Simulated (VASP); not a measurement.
# Ge4Bi2O (C2/m) in VASP: single point with PBE

Aim: the single point of Ge4Bi2O with PBE.

All numbers are computed with VASP 6.6.1; they aren't measurements. Logs are shortened: lines on timing, memory, paths and dates and some standing lists are left out, and cuts for length are marked.

### 1 The cell of the first run

It takes space group C2/m (No. 12, monoclinic). The conventional cell has a = 5.121 Å, b = 7.394 Å, c = 8.350 Å, α = 90.00°, β = 101.01°, γ = 90.00°. Ge (site symmetry 1) has 1 O at 2.44 Å and 3 Ge at 2.70 to 2.84 Å and 3 Bi at 3.02 to 3.18 Å within 3.2 Å. Within 3.7 Å of Bi (site symmetry 2/m) lie 4 O at 2.56 to 3.70 Å and 12 Ge at 3.02 to 3.63 Å. Bi (site symmetry 2/m) has 12 Ge at 3.17 to 4.12 Å and 2 Bi at 4.18 Å within 4.2 Å. O (site symmetry 2/m) has 4 Ge at 2.44 Å and 2 Bi at 2.56 Å within 3.2 Å.

The cell was built from a structure type or drawn by symmetry, and may not be a known phase.

### 2 Single point, PBE

The input, INCAR:

```
SYSTEM = Ge4Bi2O
  PREC = Accurate
  ENCUT = 520
  EDIFF = 1E-6
  ISMEAR = 0
  SIGMA = 0.1
  LREAL = .FALSE.
  LASPH = .TRUE.
  NELM = 80
  ALGO = Normal
  ISIF = 2
  LWAVE = .FALSE.
  LCHARG = .FALSE.
  GGA = PE
  NBANDS = 55
```

The input, KPOINTS:

```
Automatic mesh
0
G
  8 8 4
  0 0 0
```

The input, POSCAR:

```
Ge4Bi2O
1.0
    2.5599941309     -3.6968136529     -0.0387750091
    2.5599941309      3.6968136529     -0.0387750091
   -1.4710238428      0.0000000000      8.2194517970
Ge Bi O
4 2 1
Direct
    0.1416685627      0.7574414448      0.7584686405
    0.2425585552      0.8583314373      0.2415313595
    0.8583314373      0.2425585552      0.2415313595
    0.7574414448      0.1416685627      0.7584686405
    0.5000000000      0.5000000000      0.0000000000
    0.5000000000      0.5000000000      0.5000000000
    0.0000000000      0.0000000000      0.0000000000
```

Potentials or basis: VASP PAW PBE potentials, release 64 (Ge_d, Bi_d, O).

Launch:

```sh
$ cat potpaw_PBE.64/Ge_d/POTCAR potpaw_PBE.64/Bi_d/POTCAR potpaw_PBE.64/O/POTCAR > POTCAR
$ mpirun -np 1 vasp_std > vasp.out
```

OUTCAR:

```text
SYSTEM = Ge4Bi2O
   PREC = Accurate
   ENCUT = 520
   EDIFF = 1E-6
   ISMEAR = 0
   LREAL = .FALSE.
   LASPH = .TRUE.
   NELM = 80
   ISIF = 2
   GGA = PE

 ion  position               nearest neighbor table
   1  0.142  0.757  0.758-   7 2.44   4 2.70   4 2.70   4 2.84   5 3.02   6 3.17   6 3.18
   2  0.243  0.858  0.242-   7 2.44   3 2.70   3 2.70   3 2.84   5 3.02   6 3.17   6 3.18
   3  0.858  0.243  0.242-   7 2.44   2 2.70   2 2.70   2 2.84   5 3.02   6 3.17   6 3.18
   4  0.757  0.142  0.758-   7 2.44   1 2.70   1 2.70   1 2.84   5 3.02   6 3.17   6 3.18
   5  0.500  0.500  0.000-   7 2.56   7 2.56   3 3.02   4 3.02   1 3.02   2 3.02
   6  0.500  0.500  0.500-   1 3.17   4 3.17   2 3.17   3 3.17   3 3.18   4 3.18   1 3.18   2 3.18

   7  0.000  0.000  0.000-   1 2.44   2 2.44   3 2.44   4 2.44   5 2.56   5 2.56

  LATTYP: Found a base centered monoclinic cell.
 ALAT       =     5.1205755347
 B/A-ratio  =     1.4439055250
 C/A-ratio  =     1.6306854155
 COS(beta)  =    -0.1910572247

  Lattice vectors:

 A1 = (   2.5599941309,  -3.6968136529,  -0.0387750091)
 A2 = (   2.5599941309,   3.6968136529,  -0.0387750091)
 A3 = (  -1.4710238428,   0.0000000000,   8.2194517970)

Analysis of symmetry for initial positions (statically):
=====================================================================
 Subroutine PRICEL returns:
 Original cell was already a primitive cell.

 Routine SETGRP: Setting up the symmetry group for a
 base centered monoclinic supercell.

 Subroutine GETGRP returns: Found  4 space group operations
 (whereof  4 operations were pure point group operations)
 out of a pool of  4 trial point group operations.

The static configuration has the point symmetry C_2h.

Analysis of symmetry for dynamics (positions and initial velocities):
=====================================================================
 Subroutine PRICEL returns:
 Original cell was already a primitive cell.

 Routine SETGRP: Setting up the symmetry group for a
 base centered monoclinic supercell.

 Subroutine GETGRP returns: Found  4 space group operations
 (whereof  4 operations were pure point group operations)
 out of a pool of  4 trial point group operations.

The dynamic configuration has the point symmetry C_2h.

 Subroutine INISYM returns: Found  4 space group operations
 (whereof  4 operations are pure point group operations),
 and found     1 'primitive' translations

----------------------------------------------------------------------------------------

                                     Primitive cell

  volume of cell :     155.1531

  direct lattice vectors                    reciprocal lattice vectors
     2.559994131 -3.696813653 -0.038775009     0.195843832 -0.135251610  0.035049898
     2.559994131  3.696813653 -0.038775009     0.195843832  0.135251610  0.035049898
    -1.471023843  0.000000000  8.219451797     0.001847774  0.000000000  0.121993309

  length of vectors
     4.496832734  4.496832734  8.350047844     0.240574936  0.240574936  0.122007302

  position of ions in fractional coordinates (direct lattice)
     0.141668563  0.757441445  0.758468640
     0.242558555  0.858331437  0.241531360
     0.858331437  0.242558555  0.241531360
     0.757441445  0.141668563  0.758468640
     0.500000000  0.500000000  0.000000000
     0.500000000  0.500000000  0.500000000
     0.000000000  0.000000000  0.000000000

  ion indices of the primitive-cell ions
   primitive index   ion index
                 1           1
                 2           2
                 3           3
                 4           4
                 5           5
                 6           6
                 7           7

----------------------------------------------------------------------------------------

 KPOINTS: Automatic mesh

Automatic generation of k-mesh.
 Grid dimensions read from file:
 generate k-points for:    8    8    4

 Generating k-lattice:

  Cartesian coordinates                     Fractional coordinates (reciprocal lattice)
     0.024480479 -0.016906451  0.004381237     0.125000000 -0.000000000 -0.000000000
     0.024480479  0.016906451  0.004381237    -0.000000000  0.125000000 -0.000000000
     0.000461944  0.000000000  0.030498327     0.000000000  0.000000000  0.250000000

  Length of vectors
     0.030071867  0.030071867  0.030501825

  Shift w.r.t. Gamma in fractional coordinates (k-lattice)
     0.000000000  0.000000000  0.000000000

 Subroutine IBZKPT returns following result:
 ===========================================

 Found     78 irreducible k-points:

 Following reciprocal coordinates:
            Coordinates               Weight
  0.000000  0.000000  0.000000      1.000000
  0.125000  0.000000  0.000000      4.000000
  0.250000  0.000000  0.000000      4.000000
  0.375000  0.000000 -0.000000      4.000000
  0.500000  0.000000  0.000000      2.000000
  0.125000  0.125000  0.000000      2.000000
[... 16 lines left out ...]
  0.125000 -0.000000  0.250000      4.000000
  0.250000  0.000000  0.250000      4.000000
 [... further k-points ...]
   k-points           NKPTS =     78   k-points in BZ     NKDIM =     78   number of bands    NBANDS=     55
   number of dos      NEDOS =    301   number of ions     NIONS =      7
   total plane-waves  NPLWV =  82944
   dimension x,y,z NGX =    36 NGY =   36 NGZ =   64
   dimension x,y,z NGXF=    72 NGYF=   72 NGZF=  128
   ions per type =               4   2   1
   NGX,Y,Z   is equivalent  to a cutoff of  13.31, 13.31, 12.74 a.u.
   NGXF,Y,Z  is equivalent  to a cutoff of  26.62, 26.62, 25.48 a.u.
 SYSTEM =  Ge4Bi2O
   PREC   = accura    normal or accurate (medium, high low for compatibility)
   ISTART =      0    job   : 0-new  1-cont  2-samecut
   ICHARG =      2    charge: 1-file 2-atom 10-const
   ISPIN  =      1    spin polarized calculation?
   LNONCOLLINEAR =      F non collinear calculations
   LSORBIT =      F    spin-orbit coupling
   LASPH  =      T    aspherical Exc in radial PAW
   ENCUT  =  520.0 eV  38.22 Ry    6.18 a.u.   8.36  8.36 15.53*2*pi/ulx,y,z
   NELM   =     80;   NELMIN=  2; NELMDL= -5     # of ELM steps
   EDIFF  = 0.1E-05   stopping-criterion for ELM
   LREAL  =      F    real-space projection
   EDIFFG = 0.1E-04   stopping-criterion for IOM
   NSW    =      0    number of steps for IOM
   IBRION =     -1    ionic relax: 0-MD 1-quasi-New 2-CG
   NFREE  =      0    steps in history (QN), initial steepest desc. (CG)
   ISIF   =      2    stress and relaxation
   ISYM   =      2    0-nonsym 1-usesym 2-fastsym
   POTIM  = 0.5000    time-step for ionic-motion
   TEBEG  =    0.0;   TEEND  =   0.0 temperature during run
   PSTRESS=    0.0 pullay stress
   NELECT =      92.0000    total number of electrons
   NUPDOWN=      -1.0000    fix difference up-down
   EMIN   =  10.00;   EMAX   =-10.00  energy-range for DOS
   EFERMI =   0.00;   METHOD = LEGACY
   ISMEAR =     0;   SIGMA  =   0.10  broadening in eV -4-tet -1-fermi 0-gaus
   EFERMI_NEDOS =   21; number of points for ismear=-14 and -15
   IALGO  =     38    algorithm
   IMIX   =      4    mixing-type and parameters
     AMIX     =   0.40;   BMIX     =  1.00
     AMIX_MAG =   1.60;   BMIX_MAG =  1.00
  volume/ion in A,a.u.               =      22.16       149.57
  Fermi-wavevector in a.u.,A,eV,Ry     =   1.375363  2.599059 25.737091  1.891623
  Thomas-Fermi vector in A             =   2.500705
   LORBIT       =      0    0 simple, 1 ext, 2 COOP (PROOUT), +10 PAW based schemes
   GGA     = PE    functional components
   LHFCALC =     F    Hartree Fock is set to
   AEXX    =    0.0000 exact exchange contribution
   IVDW    =     0    specifies the selected vdW correction
   LEPSILON=     F    determine dielectric tensor
   LRPA    =     F    only Hartree local field effects (RPA)
 non-spin polarized calculation
 Gauss-broadening in eV      SIGMA  =   0.10
  energy-cutoff  :      520.00
  volume of cell :      155.15
 maximum number of plane-waves:      4206
 NGX is ok and might be reduce to    36
   NGX = 17   NGY = 17   NGZ = 31

 number of electron      91.9999996 magnetization

 Free energy of the ion-electron system (eV)
  ---------------------------------------------------
  ext. energy  EPLUGINS =         0.00000000
  ---------------------------------------------------
  free energy    TOTEN  =       -30.22782717 eV

  energy without entropy =      -30.20732835  energy(sigma->0) =      -30.21757776

 E-fermi :   6.3601     XC(G=0): -10.4623

 val. band max:        6.3553199509   @ k =  -0.1250  -0.3750   0.2500
 cond. band min:       6.3658163867   @ k =   0.3750   0.2500   0.2500
 fundamental gap:      0.0104964358
 Fermi energy:         6.3601361366

 k-point     1 :       0.0000    0.0000    0.0000
  band No.  band energies     occupation
      1     -18.4792      2.00000
      2     -18.4733      2.00000
      3     -18.4417      2.00000
      4     -18.4379      2.00000
      5     -18.4346      2.00000
      6     -18.4319      2.00000
[... 47 lines left out ...]
     54       9.4698      0.00000
     55      10.2600      0.00000

 k-point     2 :       0.1250    0.0000    0.0000
  band No.  band energies     occupation
      1     -18.4796      2.00000
      2     -18.4749      2.00000
      3     -18.4419      2.00000
      4     -18.4382      2.00000
      5     -18.4333      2.00000
      6     -18.4314      2.00000
[... 47 lines left out ...]
     54       9.7467      0.00000
     55      10.5459      0.00000

 k-point     3 :       0.2500    0.0000    0.0000
  band No.  band energies     occupation
      1     -18.4790      2.00000
      2     -18.4760      2.00000
      3     -18.4419      2.00000
      4     -18.4385      2.00000
      5     -18.4332      2.00000
      6     -18.4318      2.00000
[... 1152 lines left out ...]
 k-point    23 :       0.1250   -0.0000    0.2500
  band No.  band energies     occupation
      1     -18.4794      2.00000
      2     -18.4751      2.00000
      3     -18.4414      2.00000
      4     -18.4386      2.00000
      5     -18.4328      2.00000
      6     -18.4319      2.00000
[... 47 lines left out ...]
     54       9.9528      0.00000
     55      10.4175      0.00000

 k-point    24 :       0.2500    0.0000    0.2500
  band No.  band energies     occupation
      1     -18.4789      2.00000
      2     -18.4760      2.00000
      3     -18.4414      2.00000
      4     -18.4389      2.00000
      5     -18.4336      2.00000
      6     -18.4311      2.00000
[... 47 lines left out ...]
     54      10.3394      0.00000
     55      10.5705      0.00000

 [... further k-points ...]

------------------------ aborting loop because EDIFF is reached ----------------------------------------

  FORCE on cell =-STRESS in cart. coord.  units (eV):
  Direction    XX          YY          ZZ          XY          YZ          ZX
  --------------------------------------------------------------------------------------
  -------------------------------------------------------------------------------------
  Total        0.0116183      0.0132675     -0.0031223      0.0000000      0.0000000     -0.0267488
  in kB        0.1199752      0.1370060     -0.0322427      0.0000000      0.0000000     -0.2762199
  external PRESSURE =       0.0749129 kB  Pullay stress =       0.0000000 kB

 VOLUME and BASIS-vectors are now :
 -----------------------------------------------------------------------------
  energy-cutoff  :      520.00
  volume of cell :      155.15
      direct lattice vectors                 reciprocal lattice vectors
     2.559994131 -3.696813653 -0.038775009     0.195843832 -0.135251610  0.035049898
     2.559994131  3.696813653 -0.038775009     0.195843832  0.135251610  0.035049898
    -1.471023843  0.000000000  8.219451797     0.001847774  0.000000000  0.121993309

 POSITION                                       TOTAL-FORCE (eV/Angst)
 -----------------------------------------------------------------------------------
      1.18599      2.27640      6.19933        -0.001422      0.002604     -0.006890
      2.46297      2.27640      1.94257         0.001422      0.002604      0.006890
      2.46297     -2.27640      1.94257         0.001422     -0.002604      0.006890
      1.18599     -2.27640      6.19933        -0.001422     -0.002604     -0.006890
      2.55999      0.00000     -0.03878        -0.000000     -0.000000      0.000000
      1.82448      0.00000      4.07095        -0.000000     -0.000000      0.000000
      0.00000      0.00000      0.00000        -0.000000     -0.000000      0.000000
 -----------------------------------------------------------------------------------
    total drift:                               -0.000000     -0.000000      0.000000

  FREE ENERGIE OF THE ION-ELECTRON SYSTEM (eV)
  ---------------------------------------------------
  free  energy   TOTEN  =       -30.2278271710 eV

  energy  without entropy=      -30.2073283490  energy(sigma->0) =      -30.21757776
```

Wall time 16 min (1 thread of Intel Xeon 8259CL, shared host); peak memory 0.63 GiB.

What came out:

| Quantity | Value |
| --- | --- |
| Free energy | -30.2278 eV |
| Pressure | 0.0 GPa |
| Largest force | 0.008 eV/Å |
| Band gap on the k mesh | zero (bands 46 and 47 overlap by 1.12 eV) |

Forces on the atoms (eV/Å):
```
Ge  -0.001  0.003 -0.007
Ge   0.001  0.003  0.007
Ge   0.001 -0.003  0.007
Ge  -0.001 -0.003 -0.007
Bi   0.000  0.000  0.000
Bi   0.000  0.000  0.000
O    0.000  0.000  0.000
```

Levels at points of the mesh, in eV from the Fermi level:
| k point | band 43 | band 44 | band 45 | band 46 | band 47 | band 48 | band 49 | band 50 |
| --- | --- | --- | --- | --- | --- | --- | --- | --- |
| (0.00, 0.00, 0.00) | -2.66 | -0.88 | -0.68 | -0.24 | -0.02 | 0.37 | 0.43 | 1.58 |
| (0.50, 0.00, 0.00) | -2.01 | -1.17 | -0.89 | 0.02 | 0.78 | 0.85 | 2.05 | 2.16 |
| (0.50, 0.50, 0.00) | -2.64 | -1.86 | -0.25 | -0.17 | 0.16 | 0.61 | 1.14 | 1.41 |
| (0.00, 0.00, 0.50) | -2.14 | -1.73 | -1.39 | -0.82 | -0.24 | 0.74 | 1.44 | 1.88 |
| (0.50, 0.00, 0.50) | -1.97 | -1.08 | -0.94 | -0.90 | 0.89 | 1.25 | 1.36 | 1.94 |
| (0.50, 0.50, 0.50) | -2.90 | -2.81 | -1.91 | -1.08 | -0.23 | 2.34 | 3.32 | 3.50 |

Caveat: spin-orbit coupling is left out, which moves the levels of the heavy elements.
